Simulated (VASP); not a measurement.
# Mg2C3 (Cm) in VASP: notebook

The runs below take Mg2C3 through single point, with r2SCAN.

Program: VASP 6.6.1. These are calculated values, not measurements. Logs are shortened: lines on timing, memory, paths and dates and some standing lists are left out, and cuts for length are marked.

## Step 1: The cell of the first run

Symmetry: Cm, No. 8, monoclinic system. The conventional cell has a = 4.774 Å, b = 4.679 Å, c = 5.011 Å, α = 90.00°, β = 104.31°, γ = 90.00°. Within 3.2 Å of Mg (site symmetry m) lie 9 C at 2.24 to 2.86 Å and 5 Mg at 3.02 to 3.12 Å. Within 3.5 Å of Mg (site symmetry m) lie 11 C at 2.23 to 3.46 Å and 9 Mg at 3.02 to 3.34 Å. Within 1.8 Å of C (site symmetry m) lie 1 C at 1.32 Å. C (site symmetry m) has 1 C at 1.32 Å within 1.8 Å. C (site symmetry m) has 2 C at 1.32 Å within 1.8 Å.

## Step 2: Single point, r2SCAN (all C atoms moved +0.075 Å, as atom 3 along Cartesian [1 0 0])

POSCAR reads:

```
Mg2C3
1.0
    2.3870223790     -2.3394118729     -0.0063441741
    2.3870223790      2.3394118729     -0.0063441741
   -1.2253611782      0.0000000000      4.8584158892
Mg C
2 3
Direct
    0.8082382625      0.8082382625      0.1984312469
    0.1917617375      0.1917617375      0.8015687531
    0.3198895615      0.3198895615      0.2615056059
    0.7115514125      0.7115514125      0.7385765061
    0.5157204870      0.5157204870      0.5000410560
```

INCAR.step1 reads:

```
  PREC = Accurate
  ENCUT = 520
  ISMEAR = 0
  SIGMA = 0.05
  LREAL = False
  LASPH = True
  NELM = 60
  NBANDS = 16
  GGA = PE
  ALGO = Normal
  EDIFF = 1E-4
  LWAVE = True
  LCHARG = False
```

INCAR.step2 reads:

```
  PREC = Accurate
  ENCUT = 520
  EDIFF = 1E-6
  ISMEAR = 0
  SIGMA = 0.05
  LREAL = False
  LASPH = True
  NELM = 60
  ALGO = Normal
  ISIF = 2
  LWAVE = False
  LCHARG = False
  METAGGA = R2SCAN
  LMIXTAU = True
  NBANDS = 16
  ISTART = 1
```

KPOINTS reads:

```
Automatic mesh
0
Gamma
  8 8 6
```

Potentials or basis: VASP PAW PBE potentials, release 64 (Mg, C).

The run is started by

```
cat potpaw_PBE.64/Mg/POTCAR potpaw_PBE.64/C/POTCAR > POTCAR
cp INCAR.step1 INCAR
mpirun -np 1 vasp_std > vasp.out
cp INCAR.step2 INCAR
mpirun -np 1 vasp_std > vasp.out
```

OUTCAR:

```text
PREC = Accurate
   ENCUT = 520
   EDIFF = 1E-6
   ISMEAR = 0
   LREAL = False
   LASPH = True
   NELM = 60
   ISIF = 2
   METAGGA = R2SCAN
   ISTART = 1

 ion  position               nearest neighbor table
   1  0.808  0.808  0.198-   4 2.24   5 2.30   3 2.36   3 2.36   3 2.38   3 2.43   5 2.83   5 2.83
                             4 2.86   2 3.02   2 3.03   2 3.03   2 3.12   2 3.12
   2  0.192  0.192  0.802-   3 2.23   4 2.24   4 2.37   4 2.37   5 2.41   4 2.58   5 2.80   5 2.80
                             1 3.02   1 3.03   1 3.03   1 3.12   1 3.12
   3  0.320  0.320  0.262-   5 1.32   2 2.23   1 2.36   1 2.36   1 2.38   1 2.43
   4  0.712  0.712  0.739-   5 1.32   1 2.24   2 2.24   2 2.37   2 2.37   2 2.58   1 2.86
   5  0.516  0.516  0.500-   4 1.32   3 1.32   1 2.30   2 2.41   2 2.80   2 2.80   1 2.83   1 2.83

  LATTYP: Found a base centered monoclinic cell.
 ALAT       =     4.7740616194
 B/A-ratio  =     0.9800509752
 C/A-ratio  =     1.0495382641
 COS(beta)  =    -0.2471319189

  Lattice vectors:

 A1 = (   2.3870223790,  -2.3394118729,  -0.0063441741)
 A2 = (   2.3870223790,   2.3394118729,  -0.0063441741)
 A3 = (  -1.2253611782,   0.0000000000,   4.8584158892)

Analysis of symmetry for initial positions (statically):
=====================================================================
 Subroutine PRICEL returns:
 Original cell was already a primitive cell.

 Routine SETGRP: Setting up the symmetry group for a
 base centered monoclinic supercell.

 Subroutine GETGRP returns: Found  2 space group operations
 (whereof  2 operations were pure point group operations)
 out of a pool of  4 trial point group operations.

The static configuration has the point symmetry C_1h.

Analysis of symmetry for dynamics (positions and initial velocities):
=====================================================================
 Subroutine PRICEL returns:
 Original cell was already a primitive cell.

 Routine SETGRP: Setting up the symmetry group for a
 base centered monoclinic supercell.

 Subroutine GETGRP returns: Found  2 space group operations
 (whereof  2 operations were pure point group operations)
 out of a pool of  4 trial point group operations.

The dynamic configuration has the point symmetry C_1h.

 Subroutine INISYM returns: Found  2 space group operations
 (whereof  2 operations are pure point group operations),
 and found     1 'primitive' translations

----------------------------------------------------------------------------------------

                                     Primitive cell

  volume of cell :      54.2246

  direct lattice vectors                    reciprocal lattice vectors
     2.387022379 -2.339411873 -0.006344174     0.209606493 -0.213728932  0.052865721
     2.387022379  2.339411873 -0.006344174     0.209606493  0.213728932  0.052865721
    -1.225361178  0.000000000  4.858415889     0.000547413  0.000000000  0.205966472

  length of vectors
     3.342269289  3.342269289  5.010560345     0.303989675  0.303989675  0.205967199

  position of ions in fractional coordinates (direct lattice)
     0.808238262  0.808238262  0.198431247
     0.191761738  0.191761738  0.801568753
     0.319889561  0.319889561  0.261505606
     0.711551413  0.711551413  0.738576506
     0.515720487  0.515720487  0.500041056

  ion indices of the primitive-cell ions
   primitive index   ion index
                 1           1
                 2           2
                 3           3
                 4           4
                 5           5

----------------------------------------------------------------------------------------

 KPOINTS: Automatic mesh

Automatic generation of k-mesh.
 Grid dimensions read from file:
 generate k-points for:    8    8    6

 Generating k-lattice:

  Cartesian coordinates                     Fractional coordinates (reciprocal lattice)
     0.026200812 -0.026716116  0.006608215     0.125000000  0.000000000  0.000000000
     0.026200812  0.026716116  0.006608215     0.000000000  0.125000000  0.000000000
     0.000091236  0.000000000  0.034327745    -0.000000000 -0.000000000  0.166666667

  Length of vectors
     0.037998709  0.037998709  0.034327867

  Shift w.r.t. Gamma in fractional coordinates (k-lattice)
     0.000000000  0.000000000  0.000000000

 Subroutine IBZKPT returns following result:
 ===========================================

 Found    114 irreducible k-points:

 Following reciprocal coordinates:
            Coordinates               Weight
  0.000000  0.000000  0.000000      1.000000
  0.125000  0.000000 -0.000000      4.000000
  0.250000  0.000000 -0.000000      4.000000
  0.375000 -0.000000 -0.000000      4.000000
  0.500000  0.000000 -0.000000      2.000000
  0.125000  0.125000  0.000000      2.000000
[... 16 lines left out ...]
  0.125000  0.000000  0.166667      4.000000
  0.250000  0.000000  0.166667      4.000000
 [... further k-points ...]
   k-points           NKPTS =    114   k-points in BZ     NKDIM =    114   number of bands    NBANDS=     16
   number of dos      NEDOS =    301   number of ions     NIONS =      5
   total plane-waves  NPLWV =  31360
   dimension x,y,z NGX =    28 NGY =   28 NGZ =   40
   dimension x,y,z NGXF=    56 NGYF=   56 NGZF=   80
   ions per type =               2   3
   NGX,Y,Z   is equivalent  to a cutoff of  13.93, 13.93, 13.27 a.u.
   NGXF,Y,Z  is equivalent  to a cutoff of  27.85, 27.85, 26.54 a.u.
 SYSTEM =  unknown system
   PREC   = accura    normal or accurate (medium, high low for compatibility)
   ISTART =      1    job   : 0-new  1-cont  2-samecut
   ICHARG =      0    charge: 1-file 2-atom 10-const
   ISPIN  =      1    spin polarized calculation?
   LNONCOLLINEAR =      F non collinear calculations
   LSORBIT =      F    spin-orbit coupling
   LASPH  =      T    aspherical Exc in radial PAW
   ENCUT  =  520.0 eV  38.22 Ry    6.18 a.u.   6.21  6.21  9.32*2*pi/ulx,y,z
   NELM   =     60;   NELMIN=  2; NELMDL=  0     # of ELM steps
   EDIFF  = 0.1E-05   stopping-criterion for ELM
   LREAL  =      F    real-space projection
   EDIFFG = 0.1E-04   stopping-criterion for IOM
   NSW    =      0    number of steps for IOM
   IBRION =     -1    ionic relax: 0-MD 1-quasi-New 2-CG
   NFREE  =      0    steps in history (QN), initial steepest desc. (CG)
   ISIF   =      2    stress and relaxation
   ISYM   =      2    0-nonsym 1-usesym 2-fastsym
   POTIM  = 0.5000    time-step for ionic-motion
   TEBEG  =    0.0;   TEEND  =   0.0 temperature during run
   PSTRESS=    0.0 pullay stress
   NELECT =      16.0000    total number of electrons
   NUPDOWN=      -1.0000    fix difference up-down
   EMIN   =  10.00;   EMAX   =-10.00  energy-range for DOS
   EFERMI =   0.00;   METHOD = LEGACY
   ISMEAR =     0;   SIGMA  =   0.05  broadening in eV -4-tet -1-fermi 0-gaus
   EFERMI_NEDOS =   21; number of points for ismear=-14 and -15
   IALGO  =     38    algorithm
   IMIX   =      4    mixing-type and parameters
     AMIX     =   0.40;   BMIX     =  1.00
     AMIX_MAG =   1.60;   BMIX_MAG =  1.00
  volume/ion in A,a.u.               =      10.84        73.19
  Fermi-wavevector in a.u.,A,eV,Ry     =   1.089890  2.059593 16.161815  1.187860
  Thomas-Fermi vector in A             =   2.226103
   LORBIT       =      0    0 simple, 1 ext, 2 COOP (PROOUT), +10 PAW based schemes
   METAGGA = R2SCAN    functional components
   LHFCALC =     F    Hartree Fock is set to
   AEXX    =    0.0000 exact exchange contribution
   IVDW    =     0    specifies the selected vdW correction
   LEPSILON=     F    determine dielectric tensor
   LRPA    =     F    only Hartree local field effects (RPA)
 non-spin polarized calculation
 Gauss-broadening in eV      SIGMA  =   0.05
  energy-cutoff  :      520.00
  volume of cell :       54.22
 maximum number of plane-waves:      1477
 NGX is ok and might be reduce to    28
   NGX = 13   NGY = 13   NGZ = 19

 number of electron      15.9999999 magnetization

 Free energy of the ion-electron system (eV)
  ---------------------------------------------------
  ext. energy  EPLUGINS =         0.00000000
  ---------------------------------------------------
  free energy    TOTEN  =       -37.59200096 eV

  energy without entropy =      -37.59200096  energy(sigma->0) =      -37.59200096

 E-fermi :   4.9683     XC(G=0): -10.9545

 val. band max:        4.6886646746   @ k =   0.0000   0.0000   0.5000
 cond. band min:       6.5639082075   @ k =   0.5000   0.5000   0.0000
 fundamental gap:      1.8752435329
 Fermi energy:         4.9682584348

 k-point     1 :       0.0000    0.0000    0.0000
  band No.  band energies     occupation
      1     -12.4561      2.00000
      2      -8.2938      2.00000
      3      -3.2639      2.00000
      4       0.3012      2.00000
      5       1.0443      2.00000
      6       1.3676      2.00000
[... 8 lines left out ...]
     15      14.5461      0.00000
     16      15.9311      0.00000

 k-point     2 :       0.1250    0.0000   -0.0000
  band No.  band energies     occupation
      1     -12.3720      2.00000
      2      -8.2793      2.00000
      3      -3.1276      2.00000
      4      -0.0542      2.00000
      5       0.7707      2.00000
      6       1.2603      2.00000
[... 8 lines left out ...]
     15      14.2583      0.00000
     16      15.9211      0.00000

 k-point     3 :       0.2500    0.0000   -0.0000
  band No.  band energies     occupation
      1     -12.1539      2.00000
      2      -8.2566      2.00000
      3      -2.7870      2.00000
      4      -0.9659      2.00000
      5       0.5220      2.00000
      6       1.1462      2.00000
[... 8 lines left out ...]
     15      14.1691      0.00000
     16      15.9155      0.00000

 k-point     4 :       0.3750   -0.0000   -0.0000
  band No.  band energies     occupation
      1     -11.9083      2.00000
      2      -8.2596      2.00000
      3      -2.6024      2.00000
      4      -1.3156      2.00000
      5       0.0722      2.00000
      6       1.1490      2.00000
[... 8 lines left out ...]
     15      14.3238      0.00000
     16      15.5762      0.00000

 k-point     5 :       0.5000    0.0000   -0.0000
  band No.  band energies     occupation
      1     -11.7963      2.00000
      2      -8.2720      2.00000
      3      -2.6859      2.00000
      4      -0.9992      2.00000
      5      -0.3835      2.00000
      6       1.1826      2.00000
[... 8 lines left out ...]
     15      14.4880      0.00000
     16      15.1272      0.00000

 k-point     6 :       0.1250    0.1250    0.0000
  band No.  band energies     occupation
      1     -12.2877      2.00000
      2      -8.2869      2.00000
      3      -2.8908      2.00000
      4      -0.2391      2.00000
      5       0.3825      2.00000
      6       0.9332      2.00000
[... 8 lines left out ...]
     15      13.6778      0.00000
     16      15.9053      0.00000
[... 267 lines left out ...]
 k-point    21 :       0.5000    0.5000    0.0000
  band No.  band energies     occupation
      1     -11.2920      2.00000
      2      -8.0582      2.00000
      3      -1.9602      2.00000
      4      -1.5117      2.00000
      5      -1.1394      2.00000
      6       0.6042      2.00000
[... 8 lines left out ...]
     15      16.6420      0.00000
     16      17.9291      0.00000

 k-point    22 :       0.0000    0.0000    0.1667
  band No.  band energies     occupation
      1     -12.4194      2.00000
      2      -8.4335      2.00000
      3      -3.0043      2.00000
      4       0.2307      2.00000
      5       0.9915      2.00000
      6       1.1601      2.00000
[... 8 lines left out ...]
     15      14.1425      0.00000
     16      16.1775      0.00000

 k-point    23 :       0.1250    0.0000    0.1667
  band No.  band energies     occupation
      1     -12.3240      2.00000
      2      -8.4651      2.00000
      3      -2.6504      2.00000
      4      -0.2946      2.00000
      5       0.6019      2.00000
      6       0.9605      2.00000
[... 8 lines left out ...]
     15      14.2600      0.00000
     16      16.3245      0.00000

 k-point    24 :       0.2500    0.0000    0.1667
  band No.  band energies     occupation
      1     -12.1056      2.00000
      2      -8.4272      2.00000
      3      -2.1152      2.00000
      4      -1.3401      2.00000
      5       0.0459      2.00000
      6       0.9549      2.00000
[... 8 lines left out ...]
     15      14.8837      0.00000
     16      15.7480      0.00000

 [... further k-points ...]

------------------------ aborting loop because EDIFF is reached ----------------------------------------

  FORCE on cell =-STRESS in cart. coord.  units (eV):
  Direction    XX          YY          ZZ          XY          YZ          ZX
  --------------------------------------------------------------------------------------
  -------------------------------------------------------------------------------------
  Total        0.1068426     -0.2338470      0.0553383      0.0000000      0.0000000      0.1170726
  in kB        3.1568827     -6.9094857      1.6350833      0.0000000      0.0000000      3.4591487
  external PRESSURE =      -0.7058399 kB  Pullay stress =       0.0000000 kB

 VOLUME and BASIS-vectors are now :
 -----------------------------------------------------------------------------
  energy-cutoff  :      520.00
  volume of cell :       54.22
      direct lattice vectors                 reciprocal lattice vectors
     2.387022379 -2.339411873 -0.006344174     0.209606493 -0.213728932  0.052865721
     2.387022379  2.339411873 -0.006344174     0.209606493  0.213728932  0.052865721
    -1.225361178  0.000000000  4.858415889     0.000547413  0.000000000  0.205966472

 POSITION                                       TOTAL-FORCE (eV/Angst)
 -----------------------------------------------------------------------------------
      3.61542      0.00000      0.95381         0.280335      0.000000     -0.060925
     -0.06673      0.00000      3.89192         0.313007      0.000000      0.000116
      1.20673      0.00000      1.26644        -0.153543      0.000000     -0.122127
      2.49196      0.00000      3.57928        -0.102909      0.000000      0.058063
      1.84934      0.00000      2.42286        -0.336891      0.000000      0.124872
 -----------------------------------------------------------------------------------
    total drift:                                0.000252      0.000000      0.000274

  FREE ENERGIE OF THE ION-ELECTRON SYSTEM (eV)
  ---------------------------------------------------
  free  energy   TOTEN  =       -37.5920009623 eV

  energy  without entropy=      -37.5920009623  energy(sigma->0) =      -37.59200096
```

Wall time 3.3 min (1 thread of Intel Xeon 6975P-C (Granite Rapids), shared host); peak memory 0.23 GiB.

Results:

- Free energy: -37.5920 eV
- Pressure: -0.1 GPa
- Largest force: 0.359 eV/Å
- Band gap on the k mesh: 1.88 eV (least direct gap 2.65 eV)

Forces on the atoms (eV/Å):
```
Mg   0.280  0.000 -0.061
Mg   0.313  0.000  0.000
C   -0.154  0.000 -0.122
C   -0.103  0.000  0.058
C   -0.337  0.000  0.125
```

Caveat: the cell differs from its parent crystal (all C atoms moved +0.075 Å, as atom 3 along Cartesian [1 0 0]); the PAW data sets were made with another functional, which shifts forces and pressure a little.

## Step 3: Single point, r2SCAN (all C atoms moved -0.050 Å, as atom 3 along Cartesian [1 0 0])

POSCAR reads:

```
Mg2C3
1.0
    2.3870223790     -2.3394118729     -0.0063441741
    2.3870223790      2.3394118729     -0.0063441741
   -1.2253611782      0.0000000000      4.8584158892
Mg C
2 3
Direct
    0.8082382625      0.8082382625      0.1984312469
    0.1917617375      0.1917617375      0.8015687531
    0.2936887499      0.2936887499      0.2614371792
    0.6853506009      0.6853506009      0.7385080794
    0.4895196754      0.4895196754      0.4999726293
```

INCAR.step1 reads:

```
SYSTEM = Mg2C3
  PREC = Accurate
  ENCUT = 520
  ISMEAR = 0
  SIGMA = 0.05
  LREAL = .FALSE.
  LASPH = .TRUE.
  NELM = 100
  NBANDS = 16
  GGA = PE
  ALGO = Normal
  EDIFF = 1E-4
  LWAVE = .TRUE.
  LCHARG = .FALSE.
```

INCAR.step2 reads:

```
SYSTEM = Mg2C3
  PREC = Accurate
  ENCUT = 520
  EDIFF = 1E-7
  ISMEAR = 0
  SIGMA = 0.05
  LREAL = .FALSE.
  LASPH = .TRUE.
  NELM = 100
  ALGO = Normal
  ISIF = 2
  LWAVE = .FALSE.
  LCHARG = .FALSE.
  METAGGA = R2SCAN
  LMIXTAU = .TRUE.
  NBANDS = 16
  ISTART = 1
```

KPOINTS reads:

```
Automatic mesh
0
G
  8 8 6
  0 0 0
```

Potentials or basis: VASP PAW PBE potentials, release 64 (Mg, C).

The run is started by

```
cat potpaw_PBE.64/Mg/POTCAR potpaw_PBE.64/C/POTCAR > POTCAR
cp INCAR.step1 INCAR
mpirun -np 1 vasp_std > vasp.out
cp INCAR.step2 INCAR
mpirun -np 1 vasp_std > vasp.out
```

It took 3.3 min on 1 thread of Intel Xeon 6975P-C (Granite Rapids), shared host; peak memory 0.24 GiB.

It converged, with:

```yaml
Free_energy: -37.6043 eV
Pressure: -0.2 GPa
Largest_force: 0.238 eV/Å
Band_gap_on_the_k_mesh: 1.88 eV (least direct gap 2.65 eV)
```

Forces on the atoms (eV/Å):
```
Mg  -0.203  0.000  0.003
Mg  -0.186  0.000  0.037
C    0.042  0.000 -0.074
C    0.124  0.000  0.117
C    0.224  0.000 -0.083
```

Stress tensor (GPa, compression positive):
```
-0.12  0.00  0.40
 0.00 -0.66  0.00
 0.40  0.00  0.14
```

Levels at points of the mesh, in eV from the valence-band top:
| k point | band 4 | band 5 | band 6 | band 7 | band 8 | band 9 | band 10 | band 11 | band 12 | band 13 |
| --- | --- | --- | --- | --- | --- | --- | --- | --- | --- | --- |
| (0.00, 0.00, 0.00) | -4.39 | -3.64 | -3.32 | -1.53 | -0.76 | 3.80 | 3.92 | 4.56 | 8.08 | 8.20 |
| (0.50, 0.00, 0.00) | -5.69 | -5.07 | -3.50 | -3.33 | -0.20 | 3.37 | 4.85 | 6.84 | 7.24 | 8.57 |
| (0.50, 0.50, 0.00) | -6.20 | -5.83 | -4.08 | -2.65 | -1.37 | 1.88 | 2.47 | 3.48 | 6.11 | 10.31 |
| (0.00, 0.00, 0.50) | -4.82 | -4.15 | -3.84 | -0.94 | 0.00 | 3.42 | 3.78 | 4.46 | 6.30 | 8.01 |
| (0.50, 0.00, 0.50) | -6.84 | -4.39 | -3.48 | -1.51 | -0.28 | 2.37 | 4.25 | 6.32 | 7.14 | 7.79 |
| (0.50, 0.50, 0.50) | -6.25 | -5.62 | -4.27 | -3.16 | -2.11 | 2.21 | 3.81 | 5.80 | 7.25 | 8.26 |

Caveat: the cell differs from its parent crystal (all C atoms moved -0.050 Å, as atom 3 along Cartesian [1 0 0]); the PAW data sets were made with another functional, which shifts forces and pressure a little. A k mesh can miss the band edges.

[end of part 1 of 2]
